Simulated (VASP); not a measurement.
# HgTe (Fm-3m) in VASP: a series of runs

The runs below take HgTe through single point, with LDA.

All numbers are computed with VASP 6.6.1; they aren't measurements. Logs are shortened: lines on timing, memory, paths and dates and some standing lists are left out, and cuts for length are marked.

### 1 The cell of the first run

The structure is cubic, space group Fm-3m (No. 225). The conventional cell has a = 6.274 Å, b = 6.274 Å, c = 6.274 Å, α = 90.00°, β = 90.00°, γ = 90.00°. Within 4.1 Å of Hg (site symmetry m-3m) lie 6 Te at 3.14 Å. Within 4.1 Å of Te (site symmetry m-3m) lie 6 Hg at 3.14 Å.

### 2 Single point, LDA (volume scaled by 0.96)

The input, INCAR:

```
SYSTEM = HgTe
  ALGO = Normal
  EDIFF = 1E-6
  ENCUT = 520
  ISIF = 2
  ISMEAR = -1
  LASPH = .True.
  LCHARG = .False.
  LREAL = .False.
  LWAVE = .False.
  NBANDS = 16
  NELM = 80
  PREC = Accurate
  SIGMA = 0.05
```

The input, KPOINTS:

```
k-points
0
Gamma
  7 7 7
  0 0 0
```

The input, POSCAR:

```
HgTe
1.0
    0.0000000000      3.1370217585      3.1370217585
    3.1370217585      0.0000000000      3.1370217585
    3.1370217585      3.1370217585      0.0000000000
Hg Te
1 1
Direct
    0.0000000000      0.0000000000      0.0000000000
    0.5000000000      0.5000000000      0.5000000000
```

Potentials or basis: VASP PAW LDA potentials, release 64 (Hg, Te).

Launch:

```console
$ cat potpaw_LDA.64/Hg/POTCAR potpaw_LDA.64/Te/POTCAR > POTCAR
$ mpirun -np 1 vasp_std > vasp.out
```

OUTCAR:

```text
SYSTEM = HgTe
   EDIFF = 1E-6
   ENCUT = 520
   ISIF = 2
   ISMEAR = -1
   LASPH = .True.
   LREAL = .False.
   NELM = 80
   PREC = Accurate

 ion  position               nearest neighbor table
   1  0.000  0.000  0.000-   2 3.14   2 3.14   2 3.14   2 3.14   2 3.14   2 3.14
   2  0.500  0.500  0.500-   1 3.14   1 3.14   1 3.14   1 3.14   1 3.14   1 3.14

  LATTYP: Found a face centered cubic cell.
 ALAT       =     6.2740435170

  Lattice vectors:

 A1 = (   0.0000000000,   3.1370217585,   3.1370217585)
 A2 = (   3.1370217585,   0.0000000000,   3.1370217585)
 A3 = (   3.1370217585,   3.1370217585,   0.0000000000)

Analysis of symmetry for initial positions (statically):
=====================================================================
 Subroutine PRICEL returns:
 Original cell was already a primitive cell.

 Routine SETGRP: Setting up the symmetry group for a
 face centered cubic supercell.

 Subroutine GETGRP returns: Found 48 space group operations
 (whereof 48 operations were pure point group operations)
 out of a pool of 48 trial point group operations.

The static configuration has the point symmetry O_h .

Analysis of symmetry for dynamics (positions and initial velocities):
=====================================================================
 Subroutine PRICEL returns:
 Original cell was already a primitive cell.

 Routine SETGRP: Setting up the symmetry group for a
 face centered cubic supercell.

 Subroutine GETGRP returns: Found 48 space group operations
 (whereof 48 operations were pure point group operations)
 out of a pool of 48 trial point group operations.

The dynamic configuration has the point symmetry O_h .

 Subroutine INISYM returns: Found 48 space group operations
 (whereof 48 operations are pure point group operations),
 and found     1 'primitive' translations

----------------------------------------------------------------------------------------

                                     Primitive cell

  volume of cell :      61.7423

  direct lattice vectors                    reciprocal lattice vectors
     0.000000000  3.137021758  3.137021758    -0.159386845  0.159386845  0.159386845
     3.137021758  0.000000000  3.137021758     0.159386845 -0.159386845  0.159386845
     3.137021758  3.137021758  0.000000000     0.159386845  0.159386845 -0.159386845

  length of vectors
     4.436418716  4.436418716  4.436418716     0.276066113  0.276066113  0.276066113

  position of ions in fractional coordinates (direct lattice)
     0.000000000  0.000000000  0.000000000
     0.500000000  0.500000000  0.500000000

  ion indices of the primitive-cell ions
   primitive index   ion index
                 1           1
                 2           2

----------------------------------------------------------------------------------------

 KPOINTS: k-points

Automatic generation of k-mesh.
 Grid dimensions read from file:
 generate k-points for:    7    7    7

 Generating k-lattice:

  Cartesian coordinates                     Fractional coordinates (reciprocal lattice)
    -0.022769549  0.022769549  0.022769549     0.142857143  0.000000000  0.000000000
     0.022769549 -0.022769549  0.022769549     0.000000000  0.142857143  0.000000000
     0.022769549  0.022769549 -0.022769549     0.000000000  0.000000000  0.142857143

  Length of vectors
     0.039438016  0.039438016  0.039438016

  Shift w.r.t. Gamma in fractional coordinates (k-lattice)
     0.000000000  0.000000000  0.000000000

 Subroutine IBZKPT returns following result:
 ===========================================

 Found     20 irreducible k-points:

 Following reciprocal coordinates:
            Coordinates               Weight
  0.000000  0.000000  0.000000      1.000000
  0.142857  0.000000  0.000000      8.000000
  0.285714  0.000000  0.000000      8.000000
  0.428571  0.000000  0.000000      8.000000
  0.142857  0.142857  0.000000      6.000000
  0.285714  0.142857  0.000000     24.000000
[... 12 lines left out ...]
 -0.428571  0.428571  0.142857     24.000000
 -0.285714  0.428571  0.142857     24.000000
   k-points           NKPTS =     20   k-points in BZ     NKDIM =     20   number of bands    NBANDS=     16
   number of dos      NEDOS =    301   number of ions     NIONS =      2
   total plane-waves  NPLWV =  46656
   dimension x,y,z NGX =    36 NGY =   36 NGZ =   36
   dimension x,y,z NGXF=    72 NGYF=   72 NGZF=   72
   ions per type =               1   1
   NGX,Y,Z   is equivalent  to a cutoff of  13.49, 13.49, 13.49 a.u.
   NGXF,Y,Z  is equivalent  to a cutoff of  26.98, 26.98, 26.98 a.u.
 SYSTEM =  HgTe
   PREC   = accura    normal or accurate (medium, high low for compatibility)
   ISTART =      0    job   : 0-new  1-cont  2-samecut
   ICHARG =      2    charge: 1-file 2-atom 10-const
   ISPIN  =      1    spin polarized calculation?
   LNONCOLLINEAR =      F non collinear calculations
   LSORBIT =      F    spin-orbit coupling
   LASPH  =      T    aspherical Exc in radial PAW
   ENCUT  =  520.0 eV  38.22 Ry    6.18 a.u.   8.25  8.25  8.25*2*pi/ulx,y,z
   NELM   =     80;   NELMIN=  2; NELMDL= -5     # of ELM steps
   EDIFF  = 0.1E-05   stopping-criterion for ELM
   LREAL  =      F    real-space projection
   EDIFFG = 0.1E-04   stopping-criterion for IOM
   NSW    =      0    number of steps for IOM
   IBRION =     -1    ionic relax: 0-MD 1-quasi-New 2-CG
   NFREE  =      0    steps in history (QN), initial steepest desc. (CG)
   ISIF   =      2    stress and relaxation
   ISYM   =      2    0-nonsym 1-usesym 2-fastsym
   POTIM  = 0.5000    time-step for ionic-motion
   TEBEG  =    0.0;   TEEND  =   0.0 temperature during run
   PSTRESS=    0.0 pullay stress
   NELECT =      18.0000    total number of electrons
   NUPDOWN=      -1.0000    fix difference up-down
   EMIN   =  10.00;   EMAX   =-10.00  energy-range for DOS
   EFERMI =   0.00;   METHOD = LEGACY
   ISMEAR =    -1;   SIGMA  =   0.05  broadening in eV -4-tet -1-fermi 0-gaus
   EFERMI_NEDOS =   21; number of points for ismear=-14 and -15
   IALGO  =     38    algorithm
   IMIX   =      4    mixing-type and parameters
     AMIX     =   0.40;   BMIX     =  1.00
     AMIX_MAG =   1.60;   BMIX_MAG =  1.00
  volume/ion in A,a.u.               =      30.87       208.33
  Fermi-wavevector in a.u.,A,eV,Ry     =   1.085521  2.051337 16.032498  1.178355
  Thomas-Fermi vector in A             =   2.221636
   LORBIT       =      0    0 simple, 1 ext, 2 COOP (PROOUT), +10 PAW based schemes
   GGA     = CA    functional components
   LHFCALC =     F    Hartree Fock is set to
   AEXX    =    0.0000 exact exchange contribution
   IVDW    =     0    specifies the selected vdW correction
   LEPSILON=     F    determine dielectric tensor
   LRPA    =     F    only Hartree local field effects (RPA)
 non-spin polarized calculation
  energy-cutoff  :      520.00
  volume of cell :       61.74
 maximum number of plane-waves:      1687
 NGX is ok and might be reduce to    36
   NGX = 17   NGY = 17   NGZ = 17

 number of electron      18.0000002 magnetization

 Free energy of the ion-electron system (eV)
  ---------------------------------------------------
  ext. energy  EPLUGINS =         0.00000000
  ---------------------------------------------------
  free energy    TOTEN  =        -4.70925418 eV

  energy without entropy =       -4.70132740  energy(sigma->0) =       -4.70529079

 E-fermi :   3.3393     XC(G=0):  -9.7566

 val. band max:        3.3214056217   @ k =  -0.1429   0.1429   0.0000
 cond. band min:       3.4519944991   @ k =   0.4286   0.0000   0.0000
 fundamental gap:      0.1305888774
 Fermi energy:         3.3392837631

 k-point     1 :       0.0000    0.0000    0.0000
  band No.  band energies     occupation
      1      -8.2278      2.00000
      2      -3.1079      2.00000
      3      -3.1079      2.00000
      4      -3.0500      2.00000
      5      -3.0500      2.00000
      6      -3.0500      2.00000
[... 8 lines left out ...]
     15      10.8597      0.00000
     16      10.8597      0.00000

 k-point     2 :       0.1429    0.0000    0.0000
  band No.  band energies     occupation
      1      -8.0807      2.00000
      2      -3.1587      2.00000
      3      -3.1587      2.00000
      4      -3.0675      2.00000
      5      -3.0287      2.00000
      6      -3.0287      2.00000
[... 8 lines left out ...]
     15      11.3460      0.00000
     16      11.3460      0.00000

 k-point     3 :       0.2857    0.0000    0.0000
  band No.  band energies     occupation
      1      -7.6983      2.00000
      2      -3.2753      2.00000
      3      -3.2753      2.00000
      4      -3.1496      2.00000
      5      -2.9717      2.00000
      6      -2.9717      2.00000
[... 8 lines left out ...]
     15      12.2809      0.00000
     16      12.2809      0.00000

 k-point     4 :       0.4286    0.0000    0.0000
  band No.  band energies     occupation
      1      -7.3107      2.00000
      2      -3.3648      2.00000
      3      -3.3648      2.00000
      4      -3.3330      2.00000
      5      -2.9241      2.00000
      6      -2.9241      2.00000
[... 8 lines left out ...]
     15      13.6056      0.00000
     16      13.6056      0.00000
[... 248 lines left out ...]
 k-point    18 :      -0.4286    0.2857    0.1429
  band No.  band energies     occupation
      1      -7.2825      2.00000
      2      -3.3018      2.00000
      3      -3.1715      2.00000
      4      -3.0992      2.00000
      5      -2.9048      2.00000
      6      -2.8531      2.00000
[... 8 lines left out ...]
     15      13.2099      0.00000
     16      14.5091      0.00000

 k-point    19 :      -0.4286    0.4286    0.1429
  band No.  band energies     occupation
      1      -7.3165      2.00000
      2      -3.1704      2.00000
      3      -3.1223      2.00000
      4      -2.9713      2.00000
      5      -2.8705      2.00000
      6      -2.6619      2.00000
[... 8 lines left out ...]
     15      14.2593      0.00000
     16      15.6939      0.00000

 k-point    20 :      -0.2857    0.4286    0.1429
  band No.  band energies     occupation
      1      -7.2513      2.00000
      2      -3.2677      2.00000
      3      -3.0968      2.00000
      4      -3.0226      2.00000
      5      -2.8699      2.00000
      6      -2.6327      2.00000
[... 8 lines left out ...]
     15      13.4093      0.00000
     16      15.5423      0.00000

------------------------ aborting loop because EDIFF is reached ----------------------------------------

  FORCE on cell =-STRESS in cart. coord.  units (eV):
  Direction    XX          YY          ZZ          XY          YZ          ZX
  --------------------------------------------------------------------------------------
  -------------------------------------------------------------------------------------
  Total       -2.6326071     -2.6326071     -2.6326071      0.0000000      0.0000000     -0.0000000
  in kB      -68.3146798    -68.3146798    -68.3146798      0.0000000      0.0000000     -0.0000000
  external PRESSURE =     -68.3146798 kB  Pullay stress =       0.0000000 kB

 VOLUME and BASIS-vectors are now :
 -----------------------------------------------------------------------------
  energy-cutoff  :      520.00
  volume of cell :       61.74
      direct lattice vectors                 reciprocal lattice vectors
     0.000000000  3.137021758  3.137021758    -0.159386845  0.159386845  0.159386845
     3.137021758  0.000000000  3.137021758     0.159386845 -0.159386845  0.159386845
     3.137021758  3.137021758  0.000000000     0.159386845  0.159386845 -0.159386845

 POSITION                                       TOTAL-FORCE (eV/Angst)
 -----------------------------------------------------------------------------------
      0.00000      0.00000      0.00000        -0.000000     -0.000000     -0.000000
      3.13702      3.13702      3.13702         0.000000      0.000000      0.000000
 -----------------------------------------------------------------------------------
    total drift:                               -0.000000      0.000000      0.000000

  FREE ENERGIE OF THE ION-ELECTRON SYSTEM (eV)
  ---------------------------------------------------
  free  energy   TOTEN  =        -4.7092541768 eV

  energy  without entropy=       -4.7013274050  energy(sigma->0) =       -4.70529079
```

It took 18 s on 1 thread of Intel Xeon 6975P-C (Granite Rapids), shared host; peak memory 0.18 GiB.

What came out:

```
Free energy            : -4.7093 eV
Pressure               : -6.8 GPa
Band gap on the k mesh : zero (band 9 reaches 3.51 eV, above the bottom of band 10 at 1.41 eV)
```

Levels at points of the mesh, in eV from the Fermi level:
| k point | band 6 | band 7 | band 8 | band 9 | band 10 | band 11 | band 12 | band 13 |
| --- | --- | --- | --- | --- | --- | --- | --- | --- |
| (0.00, 0.00, 0.00) | -6.39 | -1.42 | -0.63 | -0.63 | -0.63 | 7.43 | 7.43 | 7.43 |

Caveat: the cell differs from its parent crystal (volume scaled by 0.96); spin-orbit coupling is left out, which moves the levels of the heavy elements.

### 3 Single point, LDA (volume scaled by 0.98)

The input, INCAR:

```
SYSTEM = HgTe
PREC     = Accurate       ! precision mode
ENCUT    = 520            ! plane-wave cutoff, eV
EDIFF    = 1E-6           ! SCF threshold, eV
ISMEAR   = -1             ! smearing method
SIGMA    = 0.05           ! smearing width, eV
LREAL    = .False.        ! projectors in reciprocal space
LASPH    = .True.         ! aspherical terms in the spheres
NELM     = 100            ! most SCF steps
ALGO     = Normal         ! electronic algorithm
ISIF     = 2              ! what is computed and relaxed
LWAVE    = .False.        ! write WAVECAR
LCHARG   = .False.        ! write CHGCAR
GGA      = CA             ! functional
NBANDS   = 16             ! bands
```

The input, KPOINTS:

```
regular mesh
0
Gamma
  7 7 7
  0 0 0
```

The input, POSCAR:

```
HgTe
1.0
    0.0000000000      3.1586570750      3.1586570750
    3.1586570750      0.0000000000      3.1586570750
    3.1586570750      3.1586570750      0.0000000000
Hg Te
1 1
Direct
    0.0000000000      0.0000000000      0.0000000000
    0.5000000000      0.5000000000      0.5000000000
```

Potentials or basis: VASP PAW LDA potentials, release 64 (Hg, Te).

Launch:

```console
$ cat potpaw_LDA.64/Hg/POTCAR potpaw_LDA.64/Te/POTCAR > POTCAR
$ mpirun -np 1 vasp_std > vasp.out
```

Run time: 18 s. Hardware: 1 thread of Intel Xeon 6975P-C (Granite Rapids), shared host; peak memory 0.17 GiB.

The run converged. Its results:

* Free energy: -4.6528 eV
* Pressure: -7.3 GPa
* Band gap on the k mesh: zero (band 9 reaches 3.28 eV, above the bottom of band 10 at 1.27 eV)

Levels at points of the mesh, in eV from the Fermi level:
```
           k point  band 5  band 6  band 7  band 8  band 9  band 10  band 11  band 12  band 13  band 14
(0.00, 0.00, 0.00)   -6.32   -6.32   -1.47   -0.60   -0.60    -0.60     7.38     7.38     7.38     7.51
```

Caveat: the cell differs from its parent crystal (volume scaled by 0.98); spin-orbit coupling is left out, which moves the levels of the heavy elements.

### 4 Single point, LDA

This run uses another cell than the first one, of 32.16 Å³/atom, 1.042 times its volume.

The input, INCAR:

```
SYSTEM = HgTe
ALGO = Normal
EDIFF = 1E-7
ENCUT = 520
GGA = CA
ISIF = 2
ISMEAR = -1
LASPH = .TRUE.
LCHARG = .FALSE.
LREAL = .FALSE.
LWAVE = .FALSE.
NBANDS = 16
NELM = 100
PREC = Accurate
SIGMA = 0.05
```

The input, KPOINTS:

```
k-points
0
G
  7 7 7
  0 0 0
```

The input, POSCAR:

```
HgTe
1.0
    0.0000000000      3.1800000000      3.1800000000
    3.1800000000      0.0000000000      3.1800000000
    3.1800000000      3.1800000000      0.0000000000
Hg Te
1 1
Direct
    0.0000000000      0.0000000000      0.0000000000
    0.5000000000      0.5000000000      0.5000000000
```

Launch:

```console
$ cat potpaw_LDA.64/Hg/POTCAR potpaw_LDA.64/Te/POTCAR > POTCAR
$ mpirun -np 1 vasp_std > vasp.out
```

It took 19 s on 1 thread of Intel Xeon 6975P-C (Granite Rapids), shared host; peak memory 0.17 GiB.

The run converged. Its results:

```
Free energy            : -4.5928 eV
Pressure               : -7.7 GPa
Band gap on the k mesh : zero (band 9 reaches 3.07 eV, above the bottom of band 10 at 1.13 eV)
```

Levels at points of the mesh, in eV from the Fermi level:
| k point | band 7 | band 8 | band 9 | band 10 | band 11 | band 12 |
| --- | --- | --- | --- | --- | --- | --- |
| (0.00, 0.00, 0.00) | -1.53 | -0.57 | -0.57 | -0.57 | 7.33 | 7.33 |

Caveat: spin-orbit coupling is left out, which moves the levels of the heavy elements.

### 5 The runs side by side

```tsv
cell	gap on the mesh (eV)	pressure (GPa)
a = 4.436 Å, angles 60.0°, 2 atoms	none	-6.8
a = 4.467 Å, angles 60.0°, 2 atoms	none	-7.3
a = 4.497 Å, angles 60.0°, 2 atoms	none	-7.7
```

Alike in all rows: task single point; level LDA; potentials or basis VASP PAW LDA potentials, release 64 (Hg, Te); no spin polarisation; k mesh 7 × 7 × 7; cutoff (eV) 520; smearing fermi-dirac 0.05 eV.

Caveats: spin-orbit coupling is left out, which moves the levels of the heavy elements.

Absolute energies hang on the potentials; compare differences alone.
